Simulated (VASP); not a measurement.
# BaMgPF (P4/nmm) in VASP: single point with PBE+D3(BJ)

Aim: the single point of BaMgPF with PBE+D3(BJ).

Program: VASP 6.6.1. These are calculated values, not measurements. Logs are shortened: lines on timing, memory, paths and dates and some standing lists are left out, and cuts for length are marked.

**1. The cell of the first run**

The structure is tetragonal, space group P4/nmm (No. 129). Conventional cell: a = 4.286 Å, b = 4.286 Å, c = 9.430 Å, α = 90.00°, β = 90.00°, γ = 90.00°. Within 3.5 Å of Ba (site symmetry 4mm) lie 4 F at 2.63 Å and 4 P at 3.49 Å. Within 3.5 Å of P (site symmetry 4mm) lie 4 Mg at 2.59 Å and 4 Ba at 3.49 Å. Mg (site symmetry -4m2) has 4 P at 2.59 Å and 4 Mg at 3.03 Å within 3.4 Å. F (site symmetry -4m2) has 4 Ba at 2.63 Å and 4 F at 3.03 Å within 3.5 Å.

**2. Single point, PBE+D3(BJ)**

INCAR

```
  PREC = Accurate
  ENCUT = 840
  EDIFF = 1E-6
  ISMEAR = 0
  SIGMA = 0.02
  LREAL = F
  LASPH = T
  NELM = 120
  ALGO = Normal
  ISIF = 2
  LWAVE = F
  LCHARG = T
  GGA = PE
  IVDW = 12
  LELF = T
  LVHAR = T
  NBANDS = 42
  GGA_COMPAT = F
```

KPOINTS

```
regular mesh
0
Gamma
  6 6 4
```

POSCAR

```
BaMgPF
1.0
    4.2863328066      0.0000000000      0.0000000000
    0.0000000000      4.2863328066      0.0000000000
    0.0000000000      0.0000000000      9.4299029012
Ba P Mg F
2 2 2 2
Direct
    0.5000000000      0.0000000000      0.1624252768
    0.0000000000      0.5000000000      0.8375747232
    0.5000000000      0.0000000000      0.6546089175
    0.0000000000      0.5000000000      0.3453910825
    0.5000000000      0.5000000000      0.5000000000
    0.0000000000      0.0000000000      0.5000000000
    0.5000000000      0.5000000000      0.0000000000
    0.0000000000      0.0000000000      0.0000000000
```

Potentials or basis: VASP PAW PBE potentials, release 64 (Ba_sv, P, Mg_sv, F).

Command:

```sh
cat potpaw_PBE.64/Ba_sv/POTCAR potpaw_PBE.64/P/POTCAR potpaw_PBE.64/Mg_sv/POTCAR potpaw_PBE.64/F/POTCAR > POTCAR
mpirun -np 1 vasp_std > vasp.out
```

OUTCAR:

```text
PREC = Accurate
   ENCUT = 840
   EDIFF = 1E-6
   ISMEAR = 0
   LREAL = F
   LASPH = T
   NELM = 120
   ISIF = 2
   GGA = PE
   IVDW = 12
 IVDW          = 12

 ion  position               nearest neighbor table
   1  0.500  0.000  0.162-   7 2.63   8 2.63   7 2.63   8 2.63   4 3.49   4 3.49   4 3.49   4 3.49
                             2 4.31   2 4.31   2 4.31   2 4.31
   2  0.000  0.500  0.838-   7 2.63   8 2.63   8 2.63   7 2.63   3 3.49   3 3.49   3 3.49   3 3.49
                             1 4.31   1 4.31   1 4.31   1 4.31
   3  0.500  0.000  0.655-   5 2.59   6 2.59   5 2.59   6 2.59   2 3.49   2 3.49   2 3.49   2 3.49

   4  0.000  0.500  0.345-   5 2.59   6 2.59   6 2.59   5 2.59   1 3.49   1 3.49   1 3.49   1 3.49

   5  0.500  0.500  0.500-   3 2.59   4 2.59   3 2.59   4 2.59
   6  0.000  0.000  0.500-   3 2.59   4 2.59   4 2.59   3 2.59
   7  0.500  0.500  0.000-   1 2.63   2 2.63   1 2.63   2 2.63
   8  0.000  0.000  0.000-   1 2.63   2 2.63   2 2.63   1 2.63

  LATTYP: Found a simple tetragonal cell.
 ALAT       =     4.2863328066
 C/A-ratio  =     2.1999931705

  Lattice vectors:

 A1 = (   4.2863328066,   0.0000000000,   0.0000000000)
 A2 = (   0.0000000000,   4.2863328066,   0.0000000000)
 A3 = (   0.0000000000,   0.0000000000,   9.4299029012)

Analysis of symmetry for initial positions (statically):
=====================================================================
 Subroutine PRICEL returns:
 Original cell was already a primitive cell.

 Routine SETGRP: Setting up the symmetry group for a
 simple tetragonal supercell.

 Subroutine GETGRP returns: Found 16 space group operations
 (whereof  8 operations were pure point group operations)
 out of a pool of 16 trial point group operations.

The static configuration has the point symmetry D_2d.
 The point group associated with its full space group is D_4h.

Analysis of symmetry for dynamics (positions and initial velocities):
=====================================================================
 Subroutine PRICEL returns:
 Original cell was already a primitive cell.

 Routine SETGRP: Setting up the symmetry group for a
 simple tetragonal supercell.

 Subroutine GETGRP returns: Found 16 space group operations
 (whereof  8 operations were pure point group operations)
 out of a pool of 16 trial point group operations.

The dynamic configuration has the point symmetry D_2d.
 The point group associated with its full space group is D_4h.

 Subroutine INISYM returns: Found 16 space group operations
 (whereof  8 operations are pure point group operations),
 and found     1 'primitive' translations

----------------------------------------------------------------------------------------

                                     Primitive cell

  volume of cell :     173.2523

  direct lattice vectors                    reciprocal lattice vectors
     4.286332807  0.000000000  0.000000000     0.233299663  0.000000000  0.000000000
     0.000000000  4.286332807  0.000000000     0.000000000  0.233299663  0.000000000
     0.000000000  0.000000000  9.429902901     0.000000000  0.000000000  0.106045631

  length of vectors
     4.286332807  4.286332807  9.429902901     0.233299663  0.233299663  0.106045631

  position of ions in fractional coordinates (direct lattice)
     0.500000000  0.000000000  0.162425277
     0.000000000  0.500000000  0.837574723
     0.500000000  0.000000000  0.654608917
     0.000000000  0.500000000  0.345391083
     0.500000000  0.500000000  0.500000000
     0.000000000  0.000000000  0.500000000
     0.500000000  0.500000000  0.000000000
     0.000000000  0.000000000  0.000000000

  ion indices of the primitive-cell ions
   primitive index   ion index
                 1           1
                 2           2
                 3           3
                 4           4
                 5           5
                 6           6
                 7           7
                 8           8

----------------------------------------------------------------------------------------

 KPOINTS: regular mesh

Automatic generation of k-mesh.
 Grid dimensions read from file:
 generate k-points for:    6    6    4

 Generating k-lattice:

  Cartesian coordinates                     Fractional coordinates (reciprocal lattice)
     0.038883277  0.000000000  0.000000000     0.166666667  0.000000000  0.000000000
     0.000000000  0.038883277  0.000000000     0.000000000  0.166666667  0.000000000
     0.000000000  0.000000000  0.026511408     0.000000000  0.000000000  0.250000000

  Length of vectors
     0.038883277  0.038883277  0.026511408

  Shift w.r.t. Gamma in fractional coordinates (k-lattice)
     0.000000000  0.000000000  0.000000000

 Subroutine IBZKPT returns following result:
 ===========================================

 Found     30 irreducible k-points:

 Following reciprocal coordinates:
            Coordinates               Weight
  0.000000  0.000000  0.000000      1.000000
  0.166667  0.000000  0.000000      4.000000
  0.333333  0.000000  0.000000      4.000000
  0.500000  0.000000  0.000000      2.000000
  0.166667  0.166667  0.000000      4.000000
  0.333333  0.166667  0.000000      8.000000
[... 16 lines left out ...]
  0.333333  0.000000  0.500000      4.000000
  0.500000  0.000000  0.500000      2.000000
 [... further k-points ...]
   k-points           NKPTS =     30   k-points in BZ     NKDIM =     30   number of bands    NBANDS=     42
   number of dos      NEDOS =    301   number of ions     NIONS =      8
   total plane-waves  NPLWV = 158760
   dimension x,y,z NGX =    42 NGY =   42 NGZ =   90
   dimension x,y,z NGXF=    84 NGYF=   84 NGZF=  180
   ions per type =               2   2   2   2
   NGX,Y,Z   is equivalent  to a cutoff of  16.29, 16.29, 15.87 a.u.
   NGXF,Y,Z  is equivalent  to a cutoff of  32.58, 32.58, 31.73 a.u.
 SYSTEM =  unknown system
   PREC   = accura    normal or accurate (medium, high low for compatibility)
   ISTART =      0    job   : 0-new  1-cont  2-samecut
   ICHARG =      2    charge: 1-file 2-atom 10-const
   ISPIN  =      1    spin polarized calculation?
   LNONCOLLINEAR =      F non collinear calculations
   LSORBIT =      F    spin-orbit coupling
   LASPH  =      T    aspherical Exc in radial PAW
   ENCUT  =  840.0 eV  61.74 Ry    7.86 a.u.  10.13 10.13 22.28*2*pi/ulx,y,z
   NELM   =    120;   NELMIN=  2; NELMDL= -5     # of ELM steps
   EDIFF  = 0.1E-05   stopping-criterion for ELM
   LREAL  =      F    real-space projection
   EDIFFG = 0.1E-04   stopping-criterion for IOM
   NSW    =      0    number of steps for IOM
   IBRION =     -1    ionic relax: 0-MD 1-quasi-New 2-CG
   NFREE  =      0    steps in history (QN), initial steepest desc. (CG)
   ISIF   =      2    stress and relaxation
   ISYM   =      2    0-nonsym 1-usesym 2-fastsym
   POTIM  = 0.5000    time-step for ionic-motion
   TEBEG  =    0.0;   TEEND  =   0.0 temperature during run
   PSTRESS=    0.0 pullay stress
   NELECT =      64.0000    total number of electrons
   NUPDOWN=      -1.0000    fix difference up-down
   EMIN   =  10.00;   EMAX   =-10.00  energy-range for DOS
   EFERMI =   0.00;   METHOD = LEGACY
   ISMEAR =     0;   SIGMA  =   0.02  broadening in eV -4-tet -1-fermi 0-gaus
   EFERMI_NEDOS =   21; number of points for ismear=-14 and -15
   IALGO  =     38    algorithm
   IMIX   =      4    mixing-type and parameters
     AMIX     =   0.40;   BMIX     =  1.00
     AMIX_MAG =   1.60;   BMIX_MAG =  1.00
  volume/ion in A,a.u.               =      21.66       146.15
  Fermi-wavevector in a.u.,A,eV,Ry     =   1.174650  2.219767 18.773355  1.379803
  Thomas-Fermi vector in A             =   2.311044
   LORBIT       =      0    0 simple, 1 ext, 2 COOP (PROOUT), +10 PAW based schemes
   GGA     = PE    functional components
   LHFCALC =     F    Hartree Fock is set to
   AEXX    =    0.0000 exact exchange contribution
   IVDW    =    12    specifies the selected vdW correction
   LEPSILON=     F    determine dielectric tensor
   LRPA    =     F    only Hartree local field effects (RPA)
 non-spin polarized calculation
 Gauss-broadening in eV      SIGMA  =   0.02
  energy-cutoff  :      840.00
  volume of cell :      173.25
 maximum number of plane-waves:      9620
 NGX is ok and might be reduce to    42
   NGX = 21   NGY = 21   NGZ = 45

 number of electron      64.0000012 magnetization

 Free energy of the ion-electron system (eV)
  ---------------------------------------------------
  ext. energy  EPLUGINS =         0.00000000
  ---------------------------------------------------
  free energy    TOTEN  =       -37.60085755 eV

  energy without entropy =      -37.60085755  energy(sigma->0) =      -37.60085755

 E-fermi :   2.8299     XC(G=0):  -9.2301

 val. band max:        2.6136603682   @ k =   0.0000   0.0000   0.0000
 cond. band min:       4.3845610522   @ k =   0.0000   0.0000   0.0000
 fundamental gap:      1.7709006840
 Fermi energy:         2.8298663275

 k-point     1 :       0.0000    0.0000    0.0000
  band No.  band energies     occupation
      1     -71.9489      2.00000
      2     -71.9450      2.00000
      3     -38.7182      2.00000
      4     -38.7182      2.00000
      5     -38.7145      2.00000
      6     -38.7081      2.00000
[... 34 lines left out ...]
     41       8.7700      0.00000
     42       8.7745      0.00000

 k-point     2 :       0.1667    0.0000    0.0000
  band No.  band energies     occupation
      1     -71.9488      2.00000
      2     -71.9452      2.00000
      3     -38.7164      2.00000
      4     -38.7162      2.00000
      5     -38.7141      2.00000
      6     -38.7085      2.00000
[... 34 lines left out ...]
     41       8.0421      0.00000
     42       8.5502      0.00000

 k-point     3 :       0.3333    0.0000    0.0000
  band No.  band energies     occupation
      1     -71.9480      2.00000
      2     -71.9459      2.00000
      3     -38.7129      2.00000
      4     -38.7115      2.00000
      5     -38.7111      2.00000
      6     -38.7097      2.00000
[... 34 lines left out ...]
     41       7.9350      0.00000
     42       8.7726      0.00000

 k-point     4 :       0.5000    0.0000    0.0000
  band No.  band energies     occupation
      1     -71.9470      2.00000
      2     -71.9470      2.00000
      3     -38.7113      2.00000
      4     -38.7113      2.00000
      5     -38.7047      2.00000
      6     -38.7047      2.00000
[... 844 lines left out ...]
     41       8.1541      0.00000
     42       8.7152      0.00000

 k-point    23 :       0.3333    0.0000    0.5000
  band No.  band energies     occupation
      1     -71.9479      2.00000
      2     -71.9459      2.00000
      3     -38.7129      2.00000
      4     -38.7115      2.00000
      5     -38.7111      2.00000
      6     -38.7097      2.00000
[... 34 lines left out ...]
     41       8.1698      0.00000
     42       8.3192      0.00000

 k-point    24 :       0.5000    0.0000    0.5000
  band No.  band energies     occupation
      1     -71.9470      2.00000
      2     -71.9470      2.00000
      3     -38.7113      2.00000
      4     -38.7113      2.00000
      5     -38.7047      2.00000
      6     -38.7047      2.00000
[... 34 lines left out ...]
     41       8.1219      0.00000
     42       8.1219      0.00000

 [... further k-points ...]

------------------------ aborting loop because EDIFF is reached ----------------------------------------

 Edisp (eV)   -2.09717

 E8    (eV) :    -0.9733

  FORCE on cell =-STRESS in cart. coord.  units (eV):
  Direction    XX          YY          ZZ          XY          YZ          ZX
  --------------------------------------------------------------------------------------
  -------------------------------------------------------------------------------------
  Total       0.66034     0.66034     0.65514     0.00000     0.00000     0.00000
  in kB       6.10661     6.10661     6.05853     0.00000     0.00000     0.00000
  external pressure =        6.09 kB  Pullay stress =        0.00 kB

 VOLUME and BASIS-vectors are now :
 -----------------------------------------------------------------------------
  energy-cutoff  :      840.00
  volume of cell :      173.25
      direct lattice vectors                 reciprocal lattice vectors
     4.286332807  0.000000000  0.000000000     0.233299663  0.000000000  0.000000000
     0.000000000  4.286332807  0.000000000     0.000000000  0.233299663  0.000000000
     0.000000000  0.000000000  9.429902901     0.000000000  0.000000000  0.106045631

 POSITION                                       TOTAL-FORCE (eV/Angst)
 -----------------------------------------------------------------------------------
      2.14317      0.00000      1.53165        -0.000000     -0.000000      0.135560
      0.00000      2.14317      7.89825        -0.000000     -0.000000     -0.135560
      2.14317      0.00000      6.17290         0.000000     -0.000000     -0.020305
      0.00000      2.14317      3.25700        -0.000000     -0.000000      0.020305
      2.14317      2.14317      4.71495        -0.000000      0.000000     -0.000000
      0.00000      0.00000      4.71495        -0.000000     -0.000000     -0.000000
      2.14317      2.14317      0.00000        -0.000000      0.000000     -0.000000
      0.00000      0.00000      0.00000        -0.000000     -0.000000     -0.000000
 -----------------------------------------------------------------------------------
    total drift:                                0.000000      0.000000     -0.000000

  FREE ENERGIE OF THE ION-ELECTRON SYSTEM (eV)
  ---------------------------------------------------
  free  energy   TOTEN  =       -39.6980281082 eV

  energy  without entropy=      -39.6980281082  energy(sigma->0) =      -39.69802811
```

It took 4.1 min on 1 thread of Intel Xeon 6975P-C (Granite Rapids), shared host; peak memory 0.66 GiB.

What came out:

```yaml
Free_energy: -39.6980 eV
Pressure: 0.6 GPa
Largest_force: 0.136 eV/Å
Band_gap_on_the_k_mesh: 1.77 eV
Dispersion_energy_per_atom: -0.262 eV
```

Forces on the atoms (eV/Å):
```
Ba   0.000  0.000  0.136
Ba   0.000  0.000 -0.136
P    0.000  0.000 -0.020
P    0.000  0.000  0.020
Mg   0.000  0.000  0.000
Mg   0.000  0.000  0.000
F    0.000  0.000  0.000
F    0.000  0.000  0.000
```

Caveat: spin-orbit coupling is left out, which moves the levels of the heavy elements. A k mesh can miss the band edges.
